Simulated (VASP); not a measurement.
Wanted: the native input for a VASP 6.6.1 run.

```
Task                   : single point
Functional             : LDA
Potentials or basis    : VASP PAW LDA potentials, release 64 (Cl, O, Li_sv)
Cutoff                 : 520 eV
k mesh                 : 4 × 4 × 4
Occupations            : methfessel-paxton, width 0.01 eV
Spin                   : no spin polarisation
Dipole correction      : no
Further INCAR settings : ALGO = Normal; EDIFF = 1e-06; NBANDS = 19
```

The structure of Li3ClO lies in POSCAR:

```
Li3ClO
1.0
    3.7708346748      0.0000000000      0.0000000000
    0.0000000000      3.7708346748      0.0000000000
    0.0000000000      0.0000000000      3.7708346748
Cl O Li
1 1 3
Direct
    0.0000000000      0.0000000000      0.0000000000
    0.5000000000      0.5000000000      0.5000000000
    0.5000000000      0.5000000000      0.0000000000
    0.0000000000      0.5000000000      0.5000000000
    0.5000000000      0.0000000000      0.5000000000
```

One way to write it, as run:

INCAR

```
ALGO     = Normal         # electronic algorithm
EDIFF    = 1E-6           # SCF threshold, eV
ENCUT    = 520            # plane-wave cutoff, eV
ISIF     = 2              # what is computed and relaxed
ISMEAR   = 1              # smearing method
LASPH    = True           # aspherical terms in the spheres
LCHARG   = True           # write CHGCAR
LELF     = True           # ELF
LREAL    = False          # projectors in reciprocal space
LVHAR    = True         
LWAVE    = False          # write WAVECAR
NBANDS   = 19             # bands
NELM     = 60             # most SCF steps
PREC     = Accurate       # precision mode
SIGMA    = 0.01           # smearing width, eV
```

KPOINTS

```
k-points
0
Gamma
  4 4 4
```

Potentials or basis: VASP PAW LDA potentials, release 64 (Cl, O, Li_sv).

Run with:

```sh
$ cat potpaw_LDA.64/Cl/POTCAR potpaw_LDA.64/O/POTCAR potpaw_LDA.64/Li_sv/POTCAR > POTCAR
$ mpirun -np 1 vasp_std > vasp.out
```

Results of the run:

The band gap on the k mesh is 4.69 eV, direct.

Wall time 6.9 s on 1 thread of Intel(R) Xeon(R) Platinum 8488C (Sapphire Rapids), with other jobs on the host, peak memory 0.13 GiB.
